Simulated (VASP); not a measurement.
# Sn (Fm-3m) in VASP: notebook

Sn is run at these levels: PBE, r2SCAN; tasks: single point.

Everything below comes from runs of VASP 6.6.1. Logs are shortened: lines on timing, memory, paths and dates and some standing lists are left out, and cuts for length are marked.

**1. The cell of the first run**

Symmetry: Fm-3m, No. 225, cubic system. Conventional cell: a = 4.765 Å, b = 4.765 Å, c = 4.765 Å, α = 90.00°, β = 90.00°, γ = 90.00°. Within 4.4 Å of Sn (site symmetry m-3m) lie 12 Sn at 3.37 Å.

This isn't the form of Sn at room conditions, which is tetragonal (white tin).

**2. Single point, PBE**

Input file INCAR:

```
PREC     = Accurate       # precision mode
ENCUT    = 520            # plane-wave cutoff, eV
EDIFF    = 1E-6           # SCF threshold, eV
ISMEAR   = 0              # smearing method
SIGMA    = 0.05           # smearing width, eV
LREAL    = False          # projectors in reciprocal space
LASPH    = True           # aspherical terms in the spheres
NELM     = 80             # most SCF steps
ALGO     = Normal         # electronic algorithm
ISIF     = 2              # what is computed and relaxed
LWAVE    = False          # write WAVECAR
LCHARG   = False          # write CHGCAR
GGA      = PE             # functional
NBANDS   = 13             # bands
```

Input file KPOINTS:

```
regular mesh
0
Gamma
  8 8 8
```

Input file POSCAR:

```
Sn
1.0
    0.0000000000      2.3826879219      2.3826879219
    2.3826879219      0.0000000000      2.3826879219
    2.3826879219      2.3826879219      0.0000000000
Sn
1
Direct
    0.0000000000      0.0000000000      0.0000000000
```

Potentials or basis: VASP PAW PBE potentials, release 64 (Sn_d).

Command:

```bash
$ cat potpaw_PBE.64/Sn_d/POTCAR > POTCAR
$ mpirun -np 1 vasp_std > vasp.out
```

OUTCAR:

```text
PREC = Accurate
   ENCUT = 520
   EDIFF = 1E-6
   ISMEAR = 0
   LREAL = False
   LASPH = True
   NELM = 80
   ISIF = 2
   GGA = PE

 ion  position               nearest neighbor table
   1  0.000  0.000  0.000-

  LATTYP: Found a face centered cubic cell.
 ALAT       =     4.7653758438

  Lattice vectors:

 A1 = (   0.0000000000,   2.3826879219,   2.3826879219)
 A2 = (   2.3826879219,   0.0000000000,   2.3826879219)
 A3 = (   2.3826879219,   2.3826879219,   0.0000000000)

Analysis of symmetry for initial positions (statically):
=====================================================================
 Subroutine PRICEL returns:
 Original cell was already a primitive cell.

 Routine SETGRP: Setting up the symmetry group for a
 face centered cubic supercell.

 Subroutine GETGRP returns: Found 48 space group operations
 (whereof 48 operations were pure point group operations)
 out of a pool of 48 trial point group operations.

The static configuration has the point symmetry O_h .

Analysis of symmetry for dynamics (positions and initial velocities):
=====================================================================
 Subroutine PRICEL returns:
 Original cell was already a primitive cell.

 Routine SETGRP: Setting up the symmetry group for a
 face centered cubic supercell.

 Subroutine GETGRP returns: Found 48 space group operations
 (whereof 48 operations were pure point group operations)
 out of a pool of 48 trial point group operations.

The dynamic configuration has the point symmetry O_h .

 Subroutine INISYM returns: Found 48 space group operations
 (whereof 48 operations are pure point group operations),
 and found     1 'primitive' translations

----------------------------------------------------------------------------------------

                                     Primitive cell

  volume of cell :      27.0540

  direct lattice vectors                    reciprocal lattice vectors
     0.000000000  2.382687922  2.382687922    -0.209847037  0.209847037  0.209847037
     2.382687922  0.000000000  2.382687922     0.209847037 -0.209847037  0.209847037
     2.382687922  2.382687922  0.000000000     0.209847037  0.209847037 -0.209847037

  length of vectors
     3.369629574  3.369629574  3.369629574     0.363465730  0.363465730  0.363465730

  position of ions in fractional coordinates (direct lattice)
     0.000000000  0.000000000  0.000000000

  ion indices of the primitive-cell ions
   primitive index   ion index
                 1           1

----------------------------------------------------------------------------------------

 KPOINTS: regular mesh

Automatic generation of k-mesh.
 Grid dimensions read from file:
 generate k-points for:    8    8    8

 Generating k-lattice:

  Cartesian coordinates                     Fractional coordinates (reciprocal lattice)
    -0.026230880  0.026230880  0.026230880     0.125000000  0.000000000  0.000000000
     0.026230880 -0.026230880  0.026230880     0.000000000  0.125000000  0.000000000
     0.026230880  0.026230880 -0.026230880     0.000000000  0.000000000  0.125000000

  Length of vectors
     0.045433216  0.045433216  0.045433216

  Shift w.r.t. Gamma in fractional coordinates (k-lattice)
     0.000000000  0.000000000  0.000000000

 Subroutine IBZKPT returns following result:
 ===========================================

 Found     29 irreducible k-points:

 Following reciprocal coordinates:
            Coordinates               Weight
  0.000000  0.000000  0.000000      1.000000
  0.125000  0.000000  0.000000      8.000000
  0.250000  0.000000  0.000000      8.000000
  0.375000  0.000000  0.000000      8.000000
  0.500000  0.000000  0.000000      4.000000
  0.125000  0.125000  0.000000      6.000000
[... 16 lines left out ...]
  0.500000  0.250000  0.125000     48.000000
 -0.375000  0.250000  0.125000     24.000000
 [... further k-points ...]
   k-points           NKPTS =     29   k-points in BZ     NKDIM =     29   number of bands    NBANDS=     13
   number of dos      NEDOS =    301   number of ions     NIONS =      1
   total plane-waves  NPLWV =  21952
   dimension x,y,z NGX =    28 NGY =   28 NGZ =   28
   dimension x,y,z NGXF=    56 NGYF=   56 NGZF=   56
   ions per type =               1
   NGX,Y,Z   is equivalent  to a cutoff of  13.81, 13.81, 13.81 a.u.
   NGXF,Y,Z  is equivalent  to a cutoff of  27.63, 27.63, 27.63 a.u.
 SYSTEM =  unknown system
   PREC   = accura    normal or accurate (medium, high low for compatibility)
   ISTART =      0    job   : 0-new  1-cont  2-samecut
   ICHARG =      2    charge: 1-file 2-atom 10-const
   ISPIN  =      1    spin polarized calculation?
   LNONCOLLINEAR =      F non collinear calculations
   LSORBIT =      F    spin-orbit coupling
   LASPH  =      T    aspherical Exc in radial PAW
   ENCUT  =  520.0 eV  38.22 Ry    6.18 a.u.   6.27  6.27  6.27*2*pi/ulx,y,z
   NELM   =     80;   NELMIN=  2; NELMDL= -5     # of ELM steps
   EDIFF  = 0.1E-05   stopping-criterion for ELM
   LREAL  =      F    real-space projection
   EDIFFG = 0.1E-04   stopping-criterion for IOM
   NSW    =      0    number of steps for IOM
   IBRION =     -1    ionic relax: 0-MD 1-quasi-New 2-CG
   NFREE  =      0    steps in history (QN), initial steepest desc. (CG)
   ISIF   =      2    stress and relaxation
   ISYM   =      2    0-nonsym 1-usesym 2-fastsym
   POTIM  = 0.5000    time-step for ionic-motion
   TEBEG  =    0.0;   TEEND  =   0.0 temperature during run
   PSTRESS=    0.0 pullay stress
   NELECT =      14.0000    total number of electrons
   NUPDOWN=      -1.0000    fix difference up-down
   EMIN   =  10.00;   EMAX   =-10.00  energy-range for DOS
   EFERMI =   0.00;   METHOD = LEGACY
   ISMEAR =     0;   SIGMA  =   0.05  broadening in eV -4-tet -1-fermi 0-gaus
   EFERMI_NEDOS =   21; number of points for ismear=-14 and -15
   IALGO  =     38    algorithm
   IMIX   =      4    mixing-type and parameters
     AMIX     =   0.40;   BMIX     =  1.00
     AMIX_MAG =   1.60;   BMIX_MAG =  1.00
  volume/ion in A,a.u.               =      27.05       182.57
  Fermi-wavevector in a.u.,A,eV,Ry     =   1.314338  2.483738 23.503846  1.727484
  Thomas-Fermi vector in A             =   2.444598
   LORBIT       =      0    0 simple, 1 ext, 2 COOP (PROOUT), +10 PAW based schemes
   GGA     = PE    functional components
   LHFCALC =     F    Hartree Fock is set to
   AEXX    =    0.0000 exact exchange contribution
   IVDW    =     0    specifies the selected vdW correction
   LEPSILON=     F    determine dielectric tensor
   LRPA    =     F    only Hartree local field effects (RPA)
 non-spin polarized calculation
 Gauss-broadening in eV      SIGMA  =   0.05
  energy-cutoff  :      520.00
  volume of cell :       27.05
 maximum number of plane-waves:       745
 NGX is ok and might be reduce to    28
   NGX = 13   NGY = 13   NGZ = 13

 number of electron      14.0000004 magnetization

 Free energy of the ion-electron system (eV)
  ---------------------------------------------------
  ext. energy  EPLUGINS =         0.00000000
  ---------------------------------------------------
  free energy    TOTEN  =        -3.78661999 eV

  energy without entropy =       -3.78425555  energy(sigma->0) =       -3.78543777

 E-fermi :   8.2402     XC(G=0): -10.3856

 val. band max:        8.2279424330   @ k =  -0.3750   0.2500   0.0000
 cond. band min:       8.2568003090   @ k =  -0.2500   0.2500   0.0000
 fundamental gap:      0.0288578761
 Fermi energy:         8.2402389999

 k-point     1 :       0.0000    0.0000    0.0000
  band No.  band energies     occupation
      1     -13.3656      2.00000
      2     -13.3656      2.00000
      3     -13.3656      2.00000
      4     -13.2867      2.00000
      5     -13.2867      2.00000
      6      -2.9731      2.00000
      7      15.9415      0.00000
      8      15.9415      0.00000
      9      15.9415      0.00000
     10      18.8082      0.00000
     11      20.0631      0.00000
     12      20.0631      0.00000
     13      20.0631      0.00000

 k-point     2 :       0.1250    0.0000    0.0000
  band No.  band energies     occupation
      1     -13.3647      2.00000
      2     -13.3541      2.00000
      3     -13.3541      2.00000
      4     -13.2859      2.00000
      5     -13.2859      2.00000
      6      -2.6497      2.00000
      7      13.1609      0.00000
      8      15.4888      0.00000
      9      15.4888      0.00000
     10      18.0748      0.00000
     11      20.8444      0.00000
     12      20.8444      0.00000
     13      22.0289      0.00000

 k-point     3 :       0.2500    0.0000    0.0000
  band No.  band energies     occupation
      1     -13.3638      2.00000
      2     -13.3449      2.00000
      3     -13.3449      2.00000
      4     -13.2652      2.00000
      5     -13.2652      2.00000
      6      -1.6793      2.00000
      7       9.1850      0.00000
      8      14.7396      0.00000
      9      14.7396      0.00000
     10      17.8007      0.00000
     11      20.3778      0.00000
     12      20.3778      0.00000
     13      20.6491      0.00000
[... 305 lines left out ...]
 k-point    23 :       0.5000    0.2500    0.1250
  band No.  band energies     occupation
      1     -13.3673      2.00000
      2     -13.3474      2.00000
      3     -13.3016      2.00000
      4     -13.2556      2.00000
      5     -13.2210      2.00000
      6       0.7389      2.00000
      7       6.4669      2.00000
      8       9.7138      0.00000
      9      11.9447      0.00000
     10      17.2301      0.00000
     11      19.4650      0.00000
     12      21.1423      0.00000
     13      24.1788      0.00000

 k-point    24 :      -0.3750    0.2500    0.1250
  band No.  band energies     occupation
      1     -13.3637      2.00000
      2     -13.3465      2.00000
      3     -13.2929      2.00000
      4     -13.2581      2.00000
      5     -13.2125      2.00000
      6       2.1592      2.00000
      7       4.4438      2.00000
      8       9.7264      0.00000
      9      11.3001      0.00000
     10      17.1435      0.00000
     11      19.2789      0.00000
     12      24.0545      0.00000
     13      24.3316      0.00000

 [... further k-points ...]

------------------------ aborting loop because EDIFF is reached ----------------------------------------

  FORCE on cell =-STRESS in cart. coord.  units (eV):
  Direction    XX          YY          ZZ          XY          YZ          ZX
  --------------------------------------------------------------------------------------
  -------------------------------------------------------------------------------------
  Total        0.3220012      0.3220012      0.3220012     -0.0000000     -0.0000000      0.0000000
  in kB       19.0693812     19.0693812     19.0693812     -0.0000000     -0.0000000      0.0000000
  external PRESSURE =      19.0693812 kB  Pullay stress =       0.0000000 kB

 VOLUME and BASIS-vectors are now :
 -----------------------------------------------------------------------------
  energy-cutoff  :      520.00
  volume of cell :       27.05
      direct lattice vectors                 reciprocal lattice vectors
     0.000000000  2.382687922  2.382687922    -0.209847037  0.209847037  0.209847037
     2.382687922  0.000000000  2.382687922     0.209847037 -0.209847037  0.209847037
     2.382687922  2.382687922  0.000000000     0.209847037  0.209847037 -0.209847037

 POSITION                                       TOTAL-FORCE (eV/Angst)
 -----------------------------------------------------------------------------------
      0.00000      0.00000      0.00000        -0.000000      0.000000     -0.000000
 -----------------------------------------------------------------------------------
    total drift:                               -0.000000     -0.000000     -0.000000

  FREE ENERGIE OF THE ION-ELECTRON SYSTEM (eV)
  ---------------------------------------------------
  free  energy   TOTEN  =        -3.7866199920 eV

  energy  without entropy=       -3.7842555519  energy(sigma->0) =       -3.78543777
```

Wall time 6.4 s (1 thread of AMD EPYC 9R14 (Zen 4), shared host); peak memory 0.12 GiB.

Results:

```
Free energy            : -3.7866 eV
Pressure               : 1.9 GPa
Band gap on the k mesh : zero (bands 7 and 8 overlap by 9.51 eV)
```

Levels at points of the mesh, in eV from the Fermi level:
| k point | band 3 | band 4 | band 5 | band 6 | band 7 | band 8 | band 9 | band 10 | band 11 | band 12 |
| --- | --- | --- | --- | --- | --- | --- | --- | --- | --- | --- |
| (0.00, 0.00, 0.00) | -21.61 | -21.53 | -21.53 | -11.21 | 7.70 | 7.70 | 7.70 | 10.57 | 11.82 | 11.82 |
| (0.50, 0.00, 0.00) | -21.60 | -21.45 | -21.45 | -6.84 | -4.71 | 5.77 | 5.77 | 9.95 | 10.23 | 10.63 |
| (0.50, 0.50, 0.00) | -21.46 | -21.43 | -21.43 | -4.92 | -3.69 | 2.02 | 2.02 | 5.37 | 5.73 | 20.05 |

Caveat: spin-orbit coupling is left out, which moves the levels of the heavy elements.

**3. Single point, r2SCAN**

This run uses another cell than the first one, of 27.34 Å³/atom.

Input file POSCAR:

```
Sn
1.0
    0.0000000000      2.3910014755      2.3910014755
    2.3910014755      0.0000000000      2.3910014755
    2.3910014755      2.3910014755      0.0000000000
Sn
1
Direct
    0.0000000000      0.0000000000      0.0000000000
```

Input file INCAR.step1:

```
  ALGO = Normal
  EDIFF = 1E-4
  ENCUT = 520
  GGA = PE
  ISMEAR = 0
  LASPH = True
  LCHARG = False
  LREAL = False
  LWAVE = True
  NBANDS = 13
  NELM = 80
  PREC = Accurate
  SIGMA = 0.05
```

Input file INCAR.step2:

```
  ALGO = Normal
  EDIFF = 1E-7
  ENCUT = 520
  ISIF = 2
  ISMEAR = 0
  ISTART = 1
  LASPH = True
  LCHARG = True
  LELF = True
  LMIXTAU = True
  LREAL = False
  LVHAR = True
  LWAVE = False
  METAGGA = R2SCAN
  NBANDS = 13
  NELM = 80
  PREC = Accurate
  SIGMA = 0.05
```

Input file KPOINTS:

```
k-points
0
Gamma
  16 16 16
```

Potentials or basis: VASP PAW PBE potentials, release 64 (Sn_d).

Command:

```bash
$ cat potpaw_PBE.64/Sn_d/POTCAR > POTCAR
$ cp INCAR.step1 INCAR
$ mpirun -np 1 vasp_std > vasp.out
$ cp INCAR.step2 INCAR
$ mpirun -np 1 vasp_std > vasp.out
```

Wall time 3.1 min (1 thread of AMD EPYC 9R14 (Zen 4), shared host); peak memory 0.17 GiB.

Results (log left out):

| Property | Result |
| --- | --- |
| Free energy | -24.5031 eV |
| Pressure | 0.0 GPa |
| Band gap on the k mesh | zero (bands 7 and 8 overlap by 10.16 eV) |

Levels at points of the mesh, in eV from the Fermi level:
```tsv
k point	band 4	band 5	band 6	band 7	band 8	band 9	band 10	band 11
(0.00, 0.00, 0.00)	-22.23	-22.23	-11.73	8.09	8.09	8.09	11.21	12.30
(0.50, 0.00, 0.00)	-22.15	-22.15	-7.11	-4.93	6.04	6.04	10.74	10.77
(0.50, 0.50, 0.00)	-22.12	-22.12	-5.02	-3.95	2.10	2.10	5.91	5.94
```

Caveat: the PAW data sets were made with another functional, which shifts forces and pressure a little; spin-orbit coupling is left out, which moves the levels of the heavy elements.
